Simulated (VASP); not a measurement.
# WC (P-6m2) in VASP: a series of runs

The runs below take WC through relaxation of cell and atoms, single point, with revPBE, PBE, RPBE.

Program: VASP 6.6.1. These are calculated values, not measurements. Logs are shortened: lines on timing, memory, paths and dates and some standing lists are left out, and cuts for length are marked.

## (1) The cell of the first run

Symmetry: P-6m2, No. 187, hexagonal system. The conventional cell has a = 2.907 Å, b = 2.907 Å, c = 2.837 Å, α = 90.00°, β = 90.00°, γ = 120.00°. Within 3.0 Å of W (site symmetry -6m2) lie 6 C at 2.20 Å and 8 W at 2.84 to 2.91 Å. Within 3.0 Å of C (site symmetry -6m2) lie 6 W at 2.20 Å and 8 C at 2.84 to 2.91 Å.

## (2) Relaxation of cell and atoms, revPBE

INCAR

```
PREC = Accurate
ENCUT = 600
EDIFF = 1E-6
ISMEAR = -1
SIGMA = 0.05
LREAL = False
LASPH = True
NELM = 100
ALGO = Normal
ISIF = 3
LWAVE = False
LCHARG = False
GGA = RE
IBRION = 2
NSW = 80
EDIFFG = -0.01
```

KPOINTS

```
Automatic mesh
0
Gamma
  10 10 9
```

POSCAR

```
WC
1.0
    2.9065000000      0.0000000000      0.0000000000
   -1.4532500000      2.5171028361      0.0000000000
    0.0000000000      0.0000000000      2.8366000000
W C
1 1
Direct
    0.0000000000      0.0000000000      0.0000000000
    0.6666666667      0.3333333333      0.5000000000
```

Potentials or basis: VASP PAW PBE potentials, release 64 (W_sv, C).

The run is started by

```console
> cat potpaw_PBE.64/W_sv/POTCAR potpaw_PBE.64/C/POTCAR > POTCAR
> mpirun -np 1 vasp_std > vasp.out
```

OUTCAR:

```text
PREC = Accurate
   ENCUT = 600
   EDIFF = 1E-6
   ISMEAR = -1
   LREAL = False
   LASPH = True
   NELM = 100
   ISIF = 3
   GGA = RE
   IBRION = 2
   NSW = 80
   EDIFFG = -0.01

 ion  position               nearest neighbor table
   1  0.000  0.000  0.000-   2 2.20   2 2.20   2 2.20   2 2.20   2 2.20   2 2.20
   2  0.667  0.333  0.500-   1 2.20   1 2.20   1 2.20   1 2.20   1 2.20   1 2.20

  LATTYP: Found a hexagonal cell.
 ALAT       =     2.9065000000
 C/A-ratio  =     0.9759504559

  Lattice vectors:

 A1 = (   2.9065000000,   0.0000000000,   0.0000000000)
 A2 = (  -1.4532500000,   2.5171028361,   0.0000000000)
 A3 = (   0.0000000000,   0.0000000000,   2.8366000000)

Analysis of symmetry for initial positions (statically):
=====================================================================
 Subroutine PRICEL returns:
 Original cell was already a primitive cell.

 Routine SETGRP: Setting up the symmetry group for a
 hexagonal supercell.

 Subroutine GETGRP returns: Found 12 space group operations
 (whereof 12 operations were pure point group operations)
 out of a pool of 24 trial point group operations.

The static configuration has the point symmetry D_3h.

Analysis of symmetry for dynamics (positions and initial velocities):
=====================================================================
 Subroutine PRICEL returns:
 Original cell was already a primitive cell.

 Routine SETGRP: Setting up the symmetry group for a
 hexagonal supercell.

 Subroutine GETGRP returns: Found 12 space group operations
 (whereof 12 operations were pure point group operations)
 out of a pool of 24 trial point group operations.

The dynamic configuration has the point symmetry D_3h.

 Subroutine INISYM returns: Found 12 space group operations
 (whereof 12 operations are pure point group operations),
 and found     1 'primitive' translations

----------------------------------------------------------------------------------------

                                     Primitive cell

  volume of cell :      20.7525

  direct lattice vectors                    reciprocal lattice vectors
     2.906500000  0.000000000  0.000000000     0.344056425  0.198641070  0.000000000
    -1.453250000  2.517102836  0.000000000     0.000000000  0.397282139  0.000000000
     0.000000000  0.000000000  2.836600000     0.000000000  0.000000000  0.352534725

  length of vectors
     2.906500000  2.906500000  2.836600000     0.397282139  0.397282139  0.352534725
[... 107 lines left out ...]
   LHFCALC =     F    Hartree Fock is set to
   AEXX    =    0.0000 exact exchange contribution
   IVDW    =     0    specifies the selected vdW correction
   LEPSILON=     F    determine dielectric tensor
   LRPA    =     F    only Hartree local field effects (RPA)
 conjugate gradient relaxation of ions
 non-spin polarized calculation
  energy-cutoff  :      600.00
  volume of cell :       20.75
 maximum number of plane-waves:       703
 NGX is ok and might be reduce to    24
   NGX = 11   NGY = 11   NGZ = 11

--------------------------------------- Ionic step        1  -------------------------------------------

 number of electron      18.0000000 magnetization

 Free energy of the ion-electron system (eV)
  ---------------------------------------------------
  ext. energy  EPLUGINS =         0.00000000
  ---------------------------------------------------
  free energy    TOTEN  =       -21.58592616 eV

  energy without entropy =      -21.58404762  energy(sigma->0) =      -21.58498689

------------------------ aborting loop because EDIFF is reached ----------------------------------------

  FORCE on cell =-STRESS in cart. coord.  units (eV):
  Direction    XX          YY          ZZ          XY          YZ          ZX
  --------------------------------------------------------------------------------------
  -------------------------------------------------------------------------------------
  Total        1.2775804      1.2775804      1.2525867      0.0000000      0.0000000      0.0000000
  in kB       98.6346359     98.6346359     96.7050149      0.0000000      0.0000000      0.0000000
  external PRESSURE =      97.9914289 kB  Pullay stress =       0.0000000 kB
[... 23 lines left out ...]
--------------------------------------- Ionic step        2  -------------------------------------------

 number of electron      18.0000000 magnetization

 E-fermi :   9.9131     XC(G=0): -13.2647

 val. band max:        9.8463356477   @ k =   0.0000   0.0000   0.3333
 cond. band min:       9.9399399769   @ k =   0.1000   0.0000   0.3333
 fundamental gap:      0.0936043293
 Fermi energy:         9.9130969407

 k-point     1 :       0.0000    0.0000    0.0000
  band No.  band energies     occupation
      1     -64.3277      2.00000
      2     -28.3044      2.00000
      3     -28.2261      2.00000
      4     -28.2261      2.00000
      5      -3.9036      2.00000
      6       6.0710      2.00000
      7       6.9196      2.00000
      8       6.9196      2.00000
      9       9.9794      0.41991
     10      12.7308      0.00000
     11      12.7308      0.00000
     12      15.0427      0.00000
     13      15.0427      0.00000
[... 433 lines left out ...]
  FREE ENERGIE OF THE ION-ELECTRON SYSTEM (eV)
  ---------------------------------------------------
  free  energy   TOTEN  =       -21.6013451410 eV

  energy  without entropy=      -21.5994150630  energy(sigma->0) =      -21.60038010

[... ionic steps 4 to 7 ...]

--------------------------------------- Ionic step        8  -------------------------------------------

 number of electron      18.0000000 magnetization

------------------------ aborting loop because EDIFF is reached ----------------------------------------
[... 67 lines left out ...]
--------------------------------------- Ionic step       10  -------------------------------------------

 number of electron      18.0000000 magnetization

 Free energy of the ion-electron system (eV)
  ---------------------------------------------------
  ext. energy  EPLUGINS =         0.00000000
  ---------------------------------------------------
  free energy    TOTEN  =       -21.60151028 eV

  energy without entropy =      -21.59960945  energy(sigma->0) =      -21.60055987

 E-fermi :  10.7990     XC(G=0): -13.6266

 val. band max:       10.7144826084   @ k =   0.0000   0.0000   0.3333
 cond. band min:      10.8163941541   @ k =   0.1000   0.0000   0.3333
 fundamental gap:      0.1019115457
 Fermi energy:        10.7989685461

 k-point     1 :       0.0000    0.0000    0.0000
  band No.  band energies     occupation
      1     -63.2812      2.00000
      2     -27.2558      2.00000
      3     -27.1672      2.00000
      4     -27.1672      2.00000
      5      -3.5049      2.00000
      6       6.6246      2.00000
      7       7.5491      2.00000
      8       7.5491      2.00000
      9      10.9011      0.22942
     10      13.9264      0.00000
     11      13.9264      0.00000
     12      16.3040      0.00000
     13      16.3040      0.00000
[... 397 lines left out ...]
  FREE ENERGIE OF THE ION-ELECTRON SYSTEM (eV)
  ---------------------------------------------------
  free  energy   TOTEN  =       -21.6015102818 eV

  energy  without entropy=      -21.5996094484  energy(sigma->0) =      -21.60055987

 reached required accuracy - stopping structural energy minimisation
```

Wall time 2.2 min (1 thread of Intel Xeon 8259CL, shared host); peak memory 0.17 GiB.

What came out:

```yaml
Free_energy: -21.6015 eV
Relaxed_volume: 10.64 Å³/atom
Relaxed_cell: a = 2.933 Å, b = 2.933 Å, c = 2.855 Å, α = 90.00°, β = 90.00°, γ = 120.00°
Space_group_after_relaxing_to_0.1_Å: P-6m2 (No. 187)
Energy_gained_by_relaxing: 7.8 meV/atom
Ionic_steps: 10
Pressure_after_relaxing: 0.0 GPa
Band_gap_on_the_k_mesh: zero (bands 9 and 10 overlap by 1.17 eV)
```

Step by step:
```
step  energy change (eV)  largest force (eV/Å)  pressure (GPa)  volume (Å³)
   1              0.0000                0.0000            9.80        20.75
   2              0.0881                0.0000          -21.53        22.72
   3             -0.0154                0.0000           -0.22        21.28
   4             -0.0154                0.0000           -0.05        21.27
   5             -0.0154                0.0000            0.14        21.26
   6             -0.0155                0.0000            0.19        21.27
   7             -0.0156                0.0000            0.21        21.26
   8             -0.0156                0.0000            0.19        21.26
   9             -0.0156                0.0000           -0.34        21.29
  10             -0.0156                0.0000           -0.01        21.27
```

Final structure:
```
W C
1.0
     2.93304    0.00000    0.00000
    -1.46652    2.54009    0.00000
     0.00000    0.00000    2.85550
W C
1 1
Direct
  0.00000 0.00000 0.00000
  0.66667 0.33333 0.50000
```

Caveat: the PAW data sets were made with another functional, which shifts forces and pressure a little; spin-orbit coupling is left out, which moves the levels of the heavy elements.

## (3) Single point, PBE

INCAR

```
SYSTEM = WC
ALGO = Normal
EDIFF = 1E-6
ENCUT = 520
GGA = PE
ISIF = 2
ISMEAR = 0
LASPH = .TRUE.
LCHARG = .FALSE.
LREAL = .FALSE.
LWAVE = .FALSE.
NBANDS = 16
NELM = 60
PREC = Accurate
SIGMA = 0.025
```

KPOINTS

```
k-points
0
G
  10 10 9
  0 0 0
```

POSCAR is that of step 2.

Potentials or basis: VASP PAW PBE potentials, release 64 (W_sv, C).

The run is started by

```console
> cat potpaw_PBE.64/W_sv/POTCAR potpaw_PBE.64/C/POTCAR > POTCAR
> mpirun -np 1 vasp_std > vasp.out
```

OUTCAR:

```text
SYSTEM = WC
   EDIFF = 1E-6
   ENCUT = 520
   GGA = PE
   ISIF = 2
   ISMEAR = 0
   LASPH = .TRUE.
   LREAL = .FALSE.
   NELM = 60
   PREC = Accurate

 ion  position               nearest neighbor table
   1  0.000  0.000  0.000-   2 2.20   2 2.20   2 2.20   2 2.20   2 2.20   2 2.20
   2  0.667  0.333  0.500-   1 2.20   1 2.20   1 2.20   1 2.20   1 2.20   1 2.20

  LATTYP: Found a hexagonal cell.
 ALAT       =     2.9065000000
 C/A-ratio  =     0.9759504559

  Lattice vectors:

 A1 = (   2.9065000000,   0.0000000000,   0.0000000000)
 A2 = (  -1.4532500000,   2.5171028361,   0.0000000000)
 A3 = (   0.0000000000,   0.0000000000,   2.8366000000)

Analysis of symmetry for initial positions (statically):
=====================================================================
 Subroutine PRICEL returns:
 Original cell was already a primitive cell.

 Routine SETGRP: Setting up the symmetry group for a
 hexagonal supercell.

 Subroutine GETGRP returns: Found 12 space group operations
 (whereof 12 operations were pure point group operations)
 out of a pool of 24 trial point group operations.

The static configuration has the point symmetry D_3h.

Analysis of symmetry for dynamics (positions and initial velocities):
=====================================================================
 Subroutine PRICEL returns:
 Original cell was already a primitive cell.

 Routine SETGRP: Setting up the symmetry group for a
 hexagonal supercell.

 Subroutine GETGRP returns: Found 12 space group operations
 (whereof 12 operations were pure point group operations)
 out of a pool of 24 trial point group operations.

The dynamic configuration has the point symmetry D_3h.

 Subroutine INISYM returns: Found 12 space group operations
 (whereof 12 operations are pure point group operations),
 and found     1 'primitive' translations

----------------------------------------------------------------------------------------

                                     Primitive cell

[... 105 lines left out ...]
   ISMEAR =     0;   SIGMA  =   0.03  broadening in eV -4-tet -1-fermi 0-gaus
   EFERMI_NEDOS =   21; number of points for ismear=-14 and -15
   IALGO  =     38    algorithm
   IMIX   =      4    mixing-type and parameters
     AMIX     =   0.40;   BMIX     =  1.00
     AMIX_MAG =   1.60;   BMIX_MAG =  1.00
  volume/ion in A,a.u.               =      10.38        70.02
  Fermi-wavevector in a.u.,A,eV,Ry     =   1.561262  2.950358 33.164744  2.437540
  Thomas-Fermi vector in A             =   2.664353
   LORBIT       =      0    0 simple, 1 ext, 2 COOP (PROOUT), +10 PAW based schemes
   GGA     = PE    functional components
   LHFCALC =     F    Hartree Fock is set to
   AEXX    =    0.0000 exact exchange contribution
   IVDW    =     0    specifies the selected vdW correction
   LEPSILON=     F    determine dielectric tensor
   LRPA    =     F    only Hartree local field effects (RPA)
 non-spin polarized calculation
 Gauss-broadening in eV      SIGMA  =   0.03
  energy-cutoff  :      520.00
  volume of cell :       20.75
 maximum number of plane-waves:       580
 NGX is ok and might be reduce to    24
   NGX = 11   NGY = 11   NGZ = 11

 number of electron      18.0000000 magnetization

 Free energy of the ion-electron system (eV)
  ---------------------------------------------------
  ext. energy  EPLUGINS =         0.00000000
  ---------------------------------------------------
  free energy    TOTEN  =       -22.44530656 eV

  energy without entropy =      -22.44504329  energy(sigma->0) =      -22.44517493

 E-fermi :  11.0914     XC(G=0): -13.8001

 val. band max:       10.9904851635   @ k =   0.0000   0.0000   0.3333
 cond. band min:      11.0934640584   @ k =   0.1000   0.0000   0.3333
 fundamental gap:      0.1029788949
 Fermi energy:        11.0913924707

 k-point     1 :       0.0000    0.0000    0.0000
  band No.  band energies     occupation
      1     -62.9200      2.00000
      2     -26.9045      2.00000
      3     -26.7976      2.00000
      4     -26.7976      2.00000
      5      -3.3756      2.00000
      6       6.7670      2.00000
[... 433 lines left out ...]
      3     -27.0239      2.00000
      4     -26.8763      2.00000
      5       0.0595      2.00000
      6       4.1814      2.00000
[... 8 lines left out ...]
     15      24.4777      0.00000
     16      28.5260      0.00000

 [... further k-points ...]
[... 5 lines left out ...]
  --------------------------------------------------------------------------------------
  -------------------------------------------------------------------------------------
  Total        0.9001712      0.9001712      0.8147743      0.0000000      0.0000000      0.0000000
  in kB       69.4970392     69.4970392     62.9040368      0.0000000      0.0000000      0.0000000
  external PRESSURE =      67.2993717 kB  Pullay stress =       0.0000000 kB

 VOLUME and BASIS-vectors are now :
 -----------------------------------------------------------------------------
  energy-cutoff  :      520.00
  volume of cell :       20.75
      direct lattice vectors                 reciprocal lattice vectors
     2.906500000  0.000000000  0.000000000     0.344056425  0.198641070  0.000000000
    -1.453250000  2.517102836  0.000000000     0.000000000  0.397282139  0.000000000
     0.000000000  0.000000000  2.836600000     0.000000000  0.000000000  0.352534725

 POSITION                                       TOTAL-FORCE (eV/Angst)
 -----------------------------------------------------------------------------------
      0.00000      0.00000      0.00000         0.000000      0.000000      0.000000
      1.45325      0.83903      1.41830        -0.000000     -0.000000      0.000000
 -----------------------------------------------------------------------------------
    total drift:                                0.000000     -0.000000      0.000000

  FREE ENERGIE OF THE ION-ELECTRON SYSTEM (eV)
  ---------------------------------------------------
  free  energy   TOTEN  =       -22.4453065576 eV

  energy  without entropy=      -22.4450432938  energy(sigma->0) =      -22.44517493
```

It took 27 s on 1 thread of Intel Xeon 8259CL, shared host; peak memory 0.16 GiB.

What came out:

```yaml
Free_energy: -22.4453 eV
Pressure: 6.7 GPa
Band_gap_on_the_k_mesh: zero (bands 9 and 10 overlap by 1.19 eV)
```

Caveat: the cell stands under pressure; spin-orbit coupling is left out, which moves the levels of the heavy elements.

## (4) Relaxation of cell and atoms, RPBE

INCAR

```
SYSTEM = WC
PREC = Accurate
ENCUT = 600
EDIFF = 1E-6
ISMEAR = -1
SIGMA = 0.05
LREAL = .FALSE.
LASPH = .TRUE.
NELM = 100
ALGO = Normal
ISIF = 3
LWAVE = .FALSE.
LCHARG = .FALSE.
GGA = RP
IBRION = 2
NSW = 80
EDIFFG = -0.01
```

KPOINTS

```
Automatic mesh
0
G
  10 10 9
  0 0 0
```

POSCAR is that of step 3.

The run is started by

```console
> cat potpaw_PBE.64/W_sv/POTCAR potpaw_PBE.64/C/POTCAR > POTCAR
> mpirun -np 1 vasp_std > vasp.out
```

Run time: 1.8 min. Hardware: 1 thread of Intel Xeon 8259CL, shared host; peak memory 0.18 GiB.

Results (log left out):

* Free energy: -21.4130 eV
* Relaxed volume: 10.67 Å³/atom
* Relaxed cell: a = 2.936 Å, b = 2.936 Å, c = 2.858 Å, α = 90.00°, β = 90.00°, γ = 120.00°
* Space group after relaxing (to 0.1 Å): P-6m2 (No. 187)
* Energy gained by relaxing: 9.8 meV/atom
* Ionic steps: 9
* Pressure after relaxing: 0.0 GPa
* Band gap on the k mesh: zero (bands 9 and 10 overlap by 1.16 eV)

The path:
```tsv
step	energy change (eV)	largest force (eV/Å)	pressure (GPa)	volume (Å³)
1	0.0000	0.0000	10.97	20.75
2	0.1081	0.0000	-23.48	22.96
3	-0.0193	0.0000	-0.29	21.35
4	-0.0193	0.0000	-0.02	21.33
5	-0.0193	0.0000	0.16	21.32
6	-0.0194	0.0000	0.20	21.33
7	-0.0195	0.0000	0.22	21.33
8	-0.0195	0.0000	-0.42	21.36
9	-0.0195	0.0000	0.01	21.34
```

Final structure:
```
W C
1.0
     2.93602    0.00000    0.00000
    -1.46801    2.54267    0.00000
     0.00000    0.00000    2.85817
W C
1 1
Cartesian
  0.0000 0.0000 2.8582
  1.4680 0.8476 1.4291
```

Levels at points of the mesh, in eV from the Fermi level:
| k point | band 5 | band 6 | band 7 | band 8 | band 9 | band 10 | band 11 | band 12 | band 13 |
| --- | --- | --- | --- | --- | --- | --- | --- | --- | --- |
| (0.00, 0.00, 0.00) | -14.29 | -4.16 | -3.24 | -3.24 | 0.10 | 3.11 | 3.11 | 5.49 | 5.49 |
| (0.50, 0.00, 0.00) | -11.06 | -6.93 | -3.47 | -3.45 | -0.48 | 2.27 | 4.35 | 4.68 | 6.71 |

Caveat: the PAW data sets were made with another functional, which shifts forces and pressure a little; spin-orbit coupling is left out, which moves the levels of the heavy elements.

## (5) Overview

| task | level | cell | cutoff (eV) | smearing | gap on the mesh (eV) | pressure (GPa) | relaxed volume (Å³/atom) |
| --- | --- | --- | --- | --- | --- | --- | --- |
| relaxation of cell and atoms | revPBE | relaxed | 600 | fermi-dirac 0.05 eV | none | 0.0 | 10.64 |
| single point | PBE | as given | 520 | gaussian 0.025 eV | none | 6.7 | - |
| relaxation of cell and atoms | RPBE | relaxed | 600 | fermi-dirac 0.05 eV | none | 0.0 | 10.67 |

Alike in all rows: potentials or basis VASP PAW PBE potentials, release 64 (W_sv, C); no spin polarisation; k mesh 10 × 10 × 9.

Caveats: spin-orbit coupling is left out, which moves the levels of the heavy elements; the PAW data sets were made with another functional, which shifts forces and pressure a little (at least some runs); the cell stands under pressure (at least some runs).

Total energies depend on the potentials used, so only differences within one code and one set of settings carry meaning.
